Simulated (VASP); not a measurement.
# SnTe (F-43m) in VASP: further runs, part 2 of 2

VASP 6.6.1. The steps go on from the part before.

## Step 4: Single point, PBE

This run uses another cell than the first one, of 45.83 Å³/atom, 1.058 times its volume.

File INCAR:

```
SYSTEM = SnTe
PREC = Accurate ; ENCUT = 500
EDIFF = 1E-6 ; ISMEAR = 0
SIGMA = 0.01 ; LREAL = .FALSE.
LASPH = .TRUE. ; NELM = 120
ALGO = Normal ; ISIF = 2
LWAVE = .FALSE. ; LCHARG = .FALSE.
GGA = PE ; NBANDS = 17
GGA_COMPAT = .FALSE.
```

File KPOINTS:

```
regular mesh
0
G
  6 6 6
  0 0 0
```

File POSCAR:

```
SnTe
1.0
    0.0000000000      3.5787572956      3.5787572956
    3.5787572956      0.0000000000      3.5787572956
    3.5787572956      3.5787572956      0.0000000000
Sn Te
1 1
Direct
    0.0000000000      0.0000000000      0.0000000000
    0.7500000000      0.7500000000      0.7500000000
```

Potentials or basis: VASP PAW PBE potentials, release 64 (Sn_d, Te).

The run is started by

```bash
> cat potpaw_PBE.64/Sn_d/POTCAR potpaw_PBE.64/Te/POTCAR > POTCAR
> mpirun -np 1 vasp_std > vasp.out
```

OUTCAR:

```text
SYSTEM = SnTe
   PREC = Accurate
   ENCUT = 500
   EDIFF = 1E-6
   ISMEAR = 0
   LREAL = .FALSE.
   LASPH = .TRUE.
   NELM = 120
   ISIF = 2
   GGA = PE

 ion  position               nearest neighbor table
   1  0.000  0.000  0.000-   2 3.10   2 3.10   2 3.10   2 3.10
   2  0.750  0.750  0.750-   1 3.10   1 3.10   1 3.10   1 3.10

  LATTYP: Found a face centered cubic cell.
 ALAT       =     7.1575145912

  Lattice vectors:

 A1 = (   0.0000000000,   3.5787572956,   3.5787572956)
 A2 = (   3.5787572956,   0.0000000000,   3.5787572956)
 A3 = (   3.5787572956,   3.5787572956,   0.0000000000)

Analysis of symmetry for initial positions (statically):
=====================================================================
 Subroutine PRICEL returns:
 Original cell was already a primitive cell.

 Routine SETGRP: Setting up the symmetry group for a
 face centered cubic supercell.

 Subroutine GETGRP returns: Found 24 space group operations
 (whereof 24 operations were pure point group operations)
 out of a pool of 48 trial point group operations.

The static configuration has the point symmetry T_d .

Analysis of symmetry for dynamics (positions and initial velocities):
=====================================================================
 Subroutine PRICEL returns:
 Original cell was already a primitive cell.

 Routine SETGRP: Setting up the symmetry group for a
 face centered cubic supercell.

 Subroutine GETGRP returns: Found 24 space group operations
 (whereof 24 operations were pure point group operations)
 out of a pool of 48 trial point group operations.

The dynamic configuration has the point symmetry T_d .

 Subroutine INISYM returns: Found 24 space group operations
 (whereof 24 operations are pure point group operations),
 and found     1 'primitive' translations

----------------------------------------------------------------------------------------

[... 100 lines left out ...]
   IALGO  =     38    algorithm
   IMIX   =      4    mixing-type and parameters
     AMIX     =   0.40;   BMIX     =  1.00
     AMIX_MAG =   1.60;   BMIX_MAG =  1.00
  volume/ion in A,a.u.               =      45.83       309.31
  Fermi-wavevector in a.u.,A,eV,Ry     =   0.985544  1.862408 13.215292  0.971297
  Thomas-Fermi vector in A             =   2.116859
   LORBIT       =      0    0 simple, 1 ext, 2 COOP (PROOUT), +10 PAW based schemes
   GGA     = PE    functional components
   LHFCALC =     F    Hartree Fock is set to
   AEXX    =    0.0000 exact exchange contribution
   IVDW    =     0    specifies the selected vdW correction
   LEPSILON=     F    determine dielectric tensor
   LRPA    =     F    only Hartree local field effects (RPA)
 non-spin polarized calculation
 Gauss-broadening in eV      SIGMA  =   0.01
  energy-cutoff  :      500.00
  volume of cell :       91.67
 maximum number of plane-waves:      2357
 NGX is ok and might be reduce to    40
   NGX = 19   NGY = 19   NGZ = 19

 number of electron      20.0000006 magnetization

 Free energy of the ion-electron system (eV)
  ---------------------------------------------------
  ext. energy  EPLUGINS =         0.00000000
  ---------------------------------------------------
  free energy    TOTEN  =        -7.05928673 eV

  energy without entropy =       -7.05928673  energy(sigma->0) =       -7.05928673

 E-fermi :   3.3551     XC(G=0):  -7.5533

 val. band max:        3.2771445101   @ k =  -0.3333   0.5000   0.1667
 cond. band min:       3.4898576432   @ k =   0.5000   0.5000   0.0000
 fundamental gap:      0.2127131331
 Fermi energy:         3.3550976956

 k-point     1 :       0.0000    0.0000    0.0000
  band No.  band energies     occupation
      1     -18.3920      2.00000
      2     -18.3920      2.00000
      3     -18.3920      2.00000
      4     -18.3817      2.00000
      5     -18.3817      2.00000
      6      -8.2508      2.00000
[... 297 lines left out ...]
      4     -18.3823      2.00000
      5     -18.3811      2.00000
      6      -7.4388      2.00000
[... 9 lines left out ...]
     16      11.3270      0.00000
     17      11.3933      0.00000

------------------------ aborting loop because EDIFF is reached ----------------------------------------

  FORCE on cell =-STRESS in cart. coord.  units (eV):
  Direction    XX          YY          ZZ          XY          YZ          ZX
  --------------------------------------------------------------------------------------
  -------------------------------------------------------------------------------------
  Total        0.3630707      0.3630707      0.3630707      0.0000000      0.0000000      0.0000000
  in kB        6.3456347      6.3456347      6.3456347      0.0000000      0.0000000      0.0000000
  external PRESSURE =       6.3456347 kB  Pullay stress =       0.0000000 kB

 VOLUME and BASIS-vectors are now :
 -----------------------------------------------------------------------------
  energy-cutoff  :      500.00
  volume of cell :       91.67
      direct lattice vectors                 reciprocal lattice vectors
     0.000000000  3.578757296  3.578757296    -0.139713302  0.139713302  0.139713302
     3.578757296  0.000000000  3.578757296     0.139713302 -0.139713302  0.139713302
     3.578757296  3.578757296  0.000000000     0.139713302  0.139713302 -0.139713302

 POSITION                                       TOTAL-FORCE (eV/Angst)
 -----------------------------------------------------------------------------------
      0.00000      0.00000      0.00000         0.000000      0.000000      0.000000
      5.36814      5.36814      5.36814        -0.000000     -0.000000     -0.000000
 -----------------------------------------------------------------------------------
    total drift:                                0.000000      0.000000      0.000000

  FREE ENERGIE OF THE ION-ELECTRON SYSTEM (eV)
  ---------------------------------------------------
  free  energy   TOTEN  =        -7.0592867250 eV

  energy  without entropy=       -7.0592867250  energy(sigma->0) =       -7.05928673
```

OSZICAR:

```text
N       E                     dE             d eps       ncg     rms          rms(c)
DAV:   1     0.122972110159E+03    0.12297E+03   -0.92896E+03   544   0.115E+03
DAV:   2     0.457257931582E+01   -0.11840E+03   -0.11586E+03   569   0.290E+02
DAV:   3    -0.683848293204E+01   -0.11411E+02   -0.11325E+02   705   0.875E+01
DAV:   4    -0.718188725900E+01   -0.34340E+00   -0.34324E+00   621   0.162E+01
DAV:   5    -0.719816233422E+01   -0.16275E-01   -0.16275E-01   790   0.334E+00    0.466E+00
DAV:   6    -0.706017718362E+01    0.13799E+00   -0.34556E-01   708   0.273E+00    0.303E+00
DAV:   7    -0.705686546108E+01    0.33117E-02   -0.85809E-02   573   0.110E+00    0.108E+00
DAV:   8    -0.705827659453E+01   -0.14111E-02   -0.10223E-02   613   0.691E-01    0.246E-01
DAV:   9    -0.705898504536E+01   -0.70845E-03   -0.21489E-03   564   0.301E-01    0.680E-02
DAV:  10    -0.705913509599E+01   -0.15005E-03   -0.34587E-04   614   0.996E-02    0.422E-02
DAV:  11    -0.705928598687E+01   -0.15089E-03   -0.27052E-04   549   0.720E-02    0.426E-02
DAV:  12    -0.705928672501E+01   -0.73814E-06   -0.73282E-06   631   0.169E-02
   1 F= -.70592867E+01 E0= -.70592867E+01  d E =-.127463E-29
```

stdout:

```text
POSCAR found type information on POSCAR SnTe
 POSCAR found :  2 types and       2 ions
 scaLAPACK will be used
 LDA part: xc-table for (Slater+PW92), standard interpolation
 POSCAR, INCAR and KPOINTS ok, starting setup
 FFT: planning ... GRIDC
 FFT: planning ... GRID_SOFT
 FFT: planning ... GRID
 WAVECAR not read
 entering main loop
```

It took 14 s on 1 thread of Intel Xeon 6975P-C (Granite Rapids), shared host; peak memory 0.24 GiB.

Results:

| Quantity | Value |
| --- | --- |
| Free energy | -7.0593 eV |
| Pressure | 0.6 GPa |
| Band gap on the k mesh | 0.21 eV, indirect (least direct gap 0.76 eV) |

Levels at points of the mesh, in eV from the valence-band top:
```csv
k point,band 6,band 7,band 8,band 9,band 10,band 11,band 12,band 13,band 14,band 15
"(0.00, 0.00, 0.00)",-11.53,-4.97,-1.86,-1.86,-1.86,1.13,1.13,1.13,4.26,6.58
"(0.50, 0.00, 0.00)",-10.95,-6.93,-2.41,-2.41,-1.93,1.95,1.95,3.65,5.80,6.56
"(0.50, 0.50, 0.00)",-10.72,-7.31,-3.09,-3.09,-0.55,0.21,4.12,4.12,5.60,6.63
```

Caveat: spin-orbit coupling is left out, which moves the levels of the heavy elements. A k mesh can miss the band edges.

## Step 5: Summary

| cell | gap on the mesh (eV) | pressure (GPa) |
| --- | --- | --- |
| a = 4.967 Å, angles 60.0°, 2 atoms | 0.06 | 2.4 |
| a = 5.014 Å, angles 60.0°, 2 atoms | 0.14 | 1.4 |
| a = 5.061 Å, angles 60.0°, 2 atoms | 0.21 | 0.6 |

Alike in all rows: task single point; level PBE; potentials or basis VASP PAW PBE potentials, release 64 (Sn_d, Te); no spin polarisation; k mesh 6 × 6 × 6; cutoff (eV) 500; smearing gaussian 0.01 eV.

Caveats: spin-orbit coupling is left out, which moves the levels of the heavy elements.

Total energies depend on the potentials used, so only differences within one code and one set of settings carry meaning.
